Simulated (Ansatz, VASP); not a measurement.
## C: VASP beside Ansatz

```xyz
2
Lattice="0.0000 1.7801 1.7801 1.7801 0.0000 1.7801 1.7801 1.7801 0.0000" Properties=species:S:1:pos:R:3 pbc="T T T"
C     0.0000    0.0000    0.0000
C     0.8901    0.8901    0.8901
```

Alike in both runs: task single point; functional r2SCAN; k mesh 12 × 12 × 12; no spin polarisation.

|  | VASP | Ansatz |
| --- | --- | --- |
| version | VASP 6.6.1 | Ansatz 0.2.0 |
| potentials or method | VASP PAW PBE potentials, release 64 (C_h) | plane waves, PAW |
| plane-wave cutoff (eV) | 910 | 500 |
| occupations | gaussian, width 0.01 eV | fixed |
| valence electrons in the cell | 8 | 8 |

```tsv
	VASP	Ansatz	Ansatz less VASP
gap on the k mesh at the Fermi level (eV)	4.39	4.39	-0.002
```

VASP's potentials were made for PBE, not for r2SCAN.

Noted on VASP's run: the cutoff is short for stress, so the pressure is rough.
